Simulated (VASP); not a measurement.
# ZnO (P6_3mc) in VASP: a series of runs, part 2 of 2

VASP 6.6.1.

## (4) Electric field gradients, r2SCAN

Input file POSCAR:

```
ZnO
1.0
    3.2373510235      0.0000000000      0.0000000000
   -1.6186755117      2.8036282273      0.0000000000
    0.0000000000      0.0000000000      5.2220613000
Zn O
2 2
Direct
    0.6666666667      0.3333333333      0.5005917000
    0.3333333333      0.6666666667      0.0005917000
    0.6666666667      0.3333333333      0.8797183000
    0.3333333333      0.6666666667      0.3797183000
```

Input file INCAR.step1:

```
SYSTEM = ZnO
PREC     = Accurate       ! precision mode
ENCUT    = 520            ! plane-wave cutoff, eV
ISMEAR   = -1             ! smearing method
SIGMA    = 0.01           ! smearing width, eV
LREAL    = .FALSE.        ! projectors in reciprocal space
LASPH    = .TRUE.         ! aspherical terms in the spheres
NELM     = 100            ! most SCF steps
NBANDS   = 26             ! bands
GGA      = PE             ! functional
ALGO     = Normal         ! electronic algorithm
EDIFF    = 1E-4           ! SCF threshold, eV
LWAVE    = .TRUE.         ! write WAVECAR
LCHARG   = .FALSE.        ! write CHGCAR
```

Input file INCAR.step2:

```
SYSTEM = ZnO
PREC     = Accurate       ! precision mode
ENCUT    = 520            ! plane-wave cutoff, eV
EDIFF    = 1E-8           ! SCF threshold, eV
ISMEAR   = -1             ! smearing method
SIGMA    = 0.01           ! smearing width, eV
LREAL    = .FALSE.        ! projectors in reciprocal space
LASPH    = .TRUE.         ! aspherical terms in the spheres
NELM     = 100            ! most SCF steps
ALGO     = Normal         ! electronic algorithm
ISIF     = 2              ! what is computed and relaxed
LWAVE    = .FALSE.        ! write WAVECAR
LCHARG   = .FALSE.        ! write CHGCAR
METAGGA  = R2SCAN         ! meta-GGA
LMIXTAU  = .TRUE.       
LEFG     = .TRUE.       
NBANDS   = 26             ! bands
ISTART   = 1
```

Input file KPOINTS:

```
regular mesh
0
G
  12 12 7
  0 0 0
```

Potentials or basis: VASP PAW PBE potentials, release 64 (Zn, O).

Started as:

```bash
cat potpaw_PBE.64/Zn/POTCAR potpaw_PBE.64/O/POTCAR > POTCAR
cp INCAR.step1 INCAR
mpirun -np 1 vasp_std > vasp.out
cp INCAR.step2 INCAR
mpirun -np 1 vasp_std > vasp.out
```

OUTCAR:

```text
SYSTEM = ZnO
   PREC = Accurate
   ENCUT = 520
   EDIFF = 1E-8
   ISMEAR = -1
   LREAL = .FALSE.
   LASPH = .TRUE.
   NELM = 100
   ISIF = 2
   METAGGA = R2SCAN
   ISTART = 1

 ion  position               nearest neighbor table
   1  0.667  0.333  0.501-   4 1.97   4 1.97   4 1.97   3 1.98
   2  0.333  0.667  0.001-   3 1.97   3 1.97   3 1.97   4 1.98
   3  0.667  0.333  0.880-   2 1.97   2 1.97   2 1.97   1 1.98
   4  0.333  0.667  0.380-   1 1.97   1 1.97   1 1.97   2 1.98

  LATTYP: Found a hexagonal cell.
 ALAT       =     3.2373510235
 C/A-ratio  =     1.6130661340

  Lattice vectors:

 A1 = (   3.2373510235,   0.0000000000,   0.0000000000)
 A2 = (  -1.6186755117,   2.8036282273,   0.0000000000)
 A3 = (   0.0000000000,   0.0000000000,   5.2220613000)

Analysis of symmetry for initial positions (statically):
=====================================================================
 Subroutine PRICEL returns:
 Original cell was already a primitive cell.

 Routine SETGRP: Setting up the symmetry group for a
 hexagonal supercell.

[... 897 lines left out ...]
      1.61868      0.93454      2.61412         0.000000      0.000000     -0.018710
     -0.00000      1.86909      0.00309        -0.000000      0.000000     -0.018710
      1.61868      0.93454      4.59394        -0.000000      0.000000      0.018710
     -0.00000      1.86909      1.98291        -0.000000     -0.000000      0.018710
 -----------------------------------------------------------------------------------
    total drift:                                0.000000      0.000001     -0.094890

  FREE ENERGIE OF THE ION-ELECTRON SYSTEM (eV)
  ---------------------------------------------------
  free  energy   TOTEN  =       -36.3178877561 eV

  energy  without entropy=      -36.3178877561  energy(sigma->0) =      -36.31788776

 Electric field gradients (V/A^2)
---------------------------------------------------------------------
 ion       V_xx      V_yy      V_zz      V_xy      V_xz      V_yz
---------------------------------------------------------------------
   1      -2.149    -2.151     4.299    -0.002    -0.000     0.000
   2      -2.149    -2.151     4.299    -0.002     0.000    -0.000
   3       0.511     0.507    -1.018    -0.003    -0.000     0.000
   4       0.511     0.507    -1.018    -0.003     0.000    -0.000
---------------------------------------------------------------------

 Electric field gradients after diagonalization (V/A^2)
 (convention: |V_zz| > |V_xx| > |V_yy|)
----------------------------------------------------------------------
 ion       V_xx      V_yy      V_zz     asymmetry (V_yy - V_xx)/ V_zz
----------------------------------------------------------------------
   1      -2.152    -2.147     4.299       0.001
   2      -2.152    -2.147     4.299       0.001
   3       0.513     0.505    -1.018       0.008
   4       0.513     0.505    -1.018       0.008
----------------------------------------------------------------------

           NMR quadrupolar parameters

 Cq : quadrupolar parameter    Cq=e*Q*V_zz/h
 eta: asymmetry parameters     (V_yy - V_xx)/ V_zz
 Q  : nuclear electric quadrupole moment in mb (millibarn)
----------------------------------------------------------------------
 ion       Cq(MHz)       eta       Q (mb)
----------------------------------------------------------------------
   1       0.010       0.001       1.000
   2       0.010       0.001       1.000
   3      -0.002       0.008       1.000
   4      -0.002       0.008       1.000
----------------------------------------------------------------------
```

OUTCAR.step1:

```text
SYSTEM = ZnO
   PREC = Accurate
   ENCUT = 520
   ISMEAR = -1
   LREAL = .FALSE.
   LASPH = .TRUE.
   NELM = 100
[... 925 lines left out ...]
     -0.00000      1.86909      0.00309        -0.000000      0.000000     -0.000858
      1.61868      0.93454      4.59394         0.000000      0.000000      0.000858
     -0.00000      1.86909      1.98291        -0.000000     -0.000000      0.000858
 -----------------------------------------------------------------------------------
    total drift:                               -0.000000      0.000000      0.001036

  FREE ENERGIE OF THE ION-ELECTRON SYSTEM (eV)
  ---------------------------------------------------
  free  energy   TOTEN  =       -17.8155546576 eV

  energy  without entropy=      -17.8155546576  energy(sigma->0) =      -17.81555466
```

Run time: 2.4 min. Hardware: 1 thread of Intel Xeon 6975P-C (Granite Rapids), shared host; peak memory 0.22 GiB.

What came out:

| Item | Value |
| --- | --- |
| Free energy | -36.3179 eV |
| Pressure | 0.5 GPa |
| Largest force | 0.019 eV/Å |
| Band gap on the k mesh | 1.23 eV, direct |

Forces on the atoms (eV/Å):
```
Zn   0.000  0.000 -0.019
Zn   0.000  0.000 -0.019
O    0.000  0.000  0.019
O    0.000  0.000  0.019
```

Electric field gradients, principal values (V/Å²):
| atom | least | middle | greatest (by size) |
| --- | --- | --- | --- |
| 1 Zn | -2.147 | -2.152 | 4.299 |
| 2 Zn | -2.147 | -2.152 | 4.299 |
| 3 O | 0.505 | 0.513 | -1.018 |
| 4 O | 0.505 | 0.513 | -1.018 |

Caveat: without QUAD_EFG the Cq values of the log hold for a quadrupole moment of 1 mb, not for the nuclei; the PAW data sets were made with another functional, which shifts forces and pressure a little.
